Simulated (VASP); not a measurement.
Write the native input for VASP 6.6.1 that does the following.

```
Task                   : single point
Functional             : PBE
Potentials or basis    : VASP PAW PBE potentials, release 64 (K_sv, Cl)
Cutoff                 : 520 eV
k mesh                 : 6 × 6 × 4
Occupations            : fermi-dirac, width 0.02 eV
Spin                   : no spin polarisation
Dipole correction      : no
Further INCAR settings : ALGO = Normal; EDIFF = 1e-06; NBANDS = 24
```

The structure of KCl lies in POSCAR:

```
KCl
1.0
    5.4239606102      0.0000000000      0.0000000000
   -2.7119803051      4.6972876775      0.0000000000
    0.0000000000      0.0000000000      6.3327548528
K Cl
2 2
Direct
    0.3333333333      0.6666666667     -0.0625000000
    0.6666666667      0.3333333333      0.4375000000
    0.3333333333      0.6666666667      0.4375000000
    0.6666666667      0.3333333333      0.9375000000
```

This cell differs from its parent crystal: strain +1.5%.

The input as run:

INCAR

```
PREC     = Accurate       # precision mode
ENCUT    = 520            # plane-wave cutoff, eV
EDIFF    = 1E-6           # SCF threshold, eV
ISMEAR   = -1             # smearing method
SIGMA    = 0.02           # smearing width, eV
LREAL    = F              # projectors in reciprocal space
LASPH    = T              # aspherical terms in the spheres
NELM     = 60             # most SCF steps
ALGO     = Normal         # electronic algorithm
ISIF     = 2              # what is computed and relaxed
LWAVE    = F              # write WAVECAR
LCHARG   = F              # write CHGCAR
GGA      = PE             # functional
NBANDS   = 24             # bands
```

KPOINTS

```
Automatic mesh
0
Gamma
  6 6 4
```

Potentials or basis: VASP PAW PBE potentials, release 64 (K_sv, Cl).

Run with:

```bash
$ cat potpaw_PBE.64/K_sv/POTCAR potpaw_PBE.64/Cl/POTCAR > POTCAR
$ mpirun -np 1 vasp_std > vasp.out
```

It gave:

- Pressure: -0.1 GPa
- Band gap on the k mesh: 4.68 eV, direct

Caveat: the cell differs from its parent crystal (strain +1.5%).

Wall time 70 s on 1 thread of AMD EPYC 9R45 96-Core Processor (Zen 5), with other jobs on the host, peak memory 0.25 GiB.
